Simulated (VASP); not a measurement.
# Ca (P6_3/mmc) in VASP: notebook, part 2 of 2

VASP 6.6.1.

**5. Single point, r2SCAN (volume scaled by 1.10, then relaxed in part)**

POSCAR reads:

```
Ca
1.0
    4.0660227387      0.0000000000      0.0000000000
   -2.0330113694      3.5212789841      0.0000000000
    0.0000000000      0.0000000000      6.6653037398
Ca
2
Direct
    0.3333333333      0.6666666667      0.2500000000
    0.6666666667      0.3333333333      0.7500000000
```

INCAR.step1 reads:

```
PREC     = Accurate       # precision mode
ENCUT    = 520            # plane-wave cutoff, eV
ISMEAR   = 0              # smearing method
SIGMA    = 0.1            # smearing width, eV
LREAL    = F              # projectors in reciprocal space
LASPH    = T              # aspherical terms in the spheres
NELM     = 80             # most SCF steps
NBANDS   = 17             # bands
GGA      = PE             # functional
ALGO     = Normal         # electronic algorithm
EDIFF    = 1E-4           # SCF threshold, eV
LWAVE    = T              # write WAVECAR
LCHARG   = F              # write CHGCAR
```

INCAR.step2 reads:

```
PREC     = Accurate       # precision mode
ENCUT    = 520            # plane-wave cutoff, eV
EDIFF    = 1E-6           # SCF threshold, eV
ISMEAR   = 0              # smearing method
SIGMA    = 0.1            # smearing width, eV
LREAL    = F              # projectors in reciprocal space
LASPH    = T              # aspherical terms in the spheres
NELM     = 80             # most SCF steps
ALGO     = Normal         # electronic algorithm
ISIF     = 2              # what is computed and relaxed
LWAVE    = F              # write WAVECAR
LCHARG   = F              # write CHGCAR
METAGGA  = R2SCAN         # meta-GGA
LMIXTAU  = T            
NBANDS   = 17             # bands
ISTART   = 1
```

KPOINTS reads:

```
Automatic mesh
0
Gamma
  12 12 8
```

Launch:

```console
$ cat potpaw_PBE.64/Ca_sv/POTCAR > POTCAR
$ cp INCAR.step1 INCAR
$ mpirun -np 1 vasp_std > vasp.out
$ cp INCAR.step2 INCAR
$ mpirun -np 1 vasp_std > vasp.out
```

Run time: 6.5 min. Hardware: 1 thread of Intel Xeon 6975P-C, shared host; peak memory 0.3 GiB.

Results (log left out):

```yaml
Free_energy: -14.0185 eV
Pressure: -1.4 GPa
Band_gap_on_the_k_mesh: zero (band 10 reaches 1.91 eV, above the bottom of band 11 at 1.16 eV)
```

Stress tensor (GPa, compression positive):
```
-1.39  0.00  0.00
 0.00 -1.39  0.00
 0.00  0.00 -1.50
```

Levels at points of the mesh, in eV from the Fermi level:
```csv
k point,band 7,band 8,band 9,band 10,band 11,band 12,band 13,band 14
"(0.00, 0.00, 0.00)",-24.16,-24.16,-4.12,-0.97,-0.43,2.45,2.46,2.46
"(0.50, 0.00, 0.00)",-24.18,-24.18,-1.13,-0.83,0.36,0.55,1.39,1.96
"(0.00, 0.00, 0.50)",-24.17,-24.17,-3.14,-3.14,1.52,1.52,2.45,2.45
"(0.50, 0.00, 0.50)",-24.18,-24.18,-0.60,-0.60,-0.07,-0.07,1.62,1.62
```

Caveat: the PAW data sets were made with another functional, which shifts forces and pressure a little.

**6. Relaxation of shape and atoms at fixed volume, r2SCAN (volume scaled by 1.03)**

POSCAR reads:

```
Ca
1.0
    3.9778766891      0.0000000000      0.0000000000
   -1.9889383446      3.4449422659      0.0000000000
    0.0000000000      0.0000000000      6.5208086811
Ca
2
Direct
    0.3333333333      0.6666666667      0.2500000000
    0.6666666667      0.3333333333      0.7500000000
```

INCAR.step1 reads:

```
ALGO = Normal
EDIFF = 1E-4
ENCUT = 600
GGA = PE
ISMEAR = 0
LASPH = True
LCHARG = False
LREAL = False
LWAVE = True
NELM = 100
PREC = Accurate
SIGMA = 0.1
```

INCAR.step2 reads:

```
ALGO = Normal
EDIFF = 1E-6
EDIFFG = -0.01
ENCUT = 600
IBRION = 2
ISIF = 4
ISMEAR = 0
ISTART = 1
LASPH = True
LCHARG = False
LMIXTAU = True
LREAL = False
LWAVE = False
METAGGA = R2SCAN
NELM = 100
NSW = 50
PREC = Accurate
SIGMA = 0.1
```

KPOINTS reads:

```
k-points
0
Gamma
  12 12 8
```

Potentials or basis: VASP PAW PBE potentials, release 64 (Ca_sv).

Launch:

```console
$ cat potpaw_PBE.64/Ca_sv/POTCAR > POTCAR
$ cp INCAR.step1 INCAR
$ mpirun -np 1 vasp_std > vasp.out
$ cp INCAR.step2 INCAR
$ mpirun -np 1 vasp_std > vasp.out
```

Run time: 14 min. Hardware: 1 thread of AMD EPYC 7R13, shared host; peak memory 0.29 GiB.

It converged, with:

| Property | Result |
| --- | --- |
| Free energy | -14.0554 eV |
| Pressure after relaxing | -0.4 GPa |
| Band gap on the k mesh | zero (band 10 reaches 2.15 eV, above the bottom of band 11 at 1.43 eV) |

Final structure:
```cif
data_structure
_symmetry_space_group_name_H-M 'P 1'
_symmetry_Int_Tables_number 1
_cell_length_a 3.9779
_cell_length_b 3.9779
_cell_length_c 6.5208
_cell_angle_alpha 90.000
_cell_angle_beta 90.000
_cell_angle_gamma 120.000
_cell_volume 89.36
loop_
_atom_site_label
_atom_site_type_symbol
_atom_site_fract_x
_atom_site_fract_y
_atom_site_fract_z
_atom_site_occupancy
Ca1 Ca 0.33333 0.66667 0.25000 1
Ca2 Ca 0.66667 0.33333 0.75000 1
```

Levels at points of the mesh, in eV from the Fermi level:
```csv
k point,band 7,band 8,band 9,band 10,band 11,band 12,band 13,band 14
"(0.00, 0.00, 0.00)",-24.01,-24.00,-4.26,-1.01,-0.41,2.53,2.54,2.54
"(0.50, 0.00, 0.00)",-24.02,-24.02,-1.15,-0.84,0.31,0.51,1.45,2.04
"(0.00, 0.00, 0.50)",-24.01,-24.01,-3.22,-3.22,1.55,1.55,2.53,2.53
"(0.50, 0.00, 0.50)",-24.03,-24.03,-0.65,-0.65,-0.03,-0.03,1.64,1.64
```

Caveat: the relaxation stopped at its first step, so nothing moved; the PAW data sets were made with another functional, which shifts forces and pressure a little.

**7. The runs side by side**

```csv
task,cell,cutoff (eV),gap on the mesh (eV),pressure (GPa)
single point,"a = 3.978, b = 3.978, c = 6.521 Å, angles 90.0, 90.0, 120.0°, 2 atoms",520,none,-0.4
single point,"a = 3.980, b = 3.980, c = 6.520 Å, angles 90.0, 90.0, 120.0°, 2 atoms",520,none,-0.4
single point,"a = 4.016, b = 4.016, c = 6.584 Å, angles 90.0, 90.0, 120.0°, 2 atoms",520,none,-0.9
single point,"a = 4.066, b = 4.066, c = 6.665 Å, angles 90.0, 90.0, 120.0°, 2 atoms",520,none,-1.4
relaxation of shape and atoms at fixed volume,"relaxed from a = 3.978, b = 3.978, c = 6.521 Å, angles 90.0, 90.0, 120.0°, 2 atoms",600,none,-0.4
```

Alike in all rows: level r2SCAN; potentials or basis VASP PAW PBE potentials, release 64 (Ca_sv); no spin polarisation; k mesh 12 × 12 × 8; smearing gaussian 0.1 eV.

Caveats: the PAW data sets were made with another functional, which shifts forces and pressure a little; the relaxation stopped at its first step, so nothing moved (some runs).

Absolute energies hang on the potentials; compare differences alone.
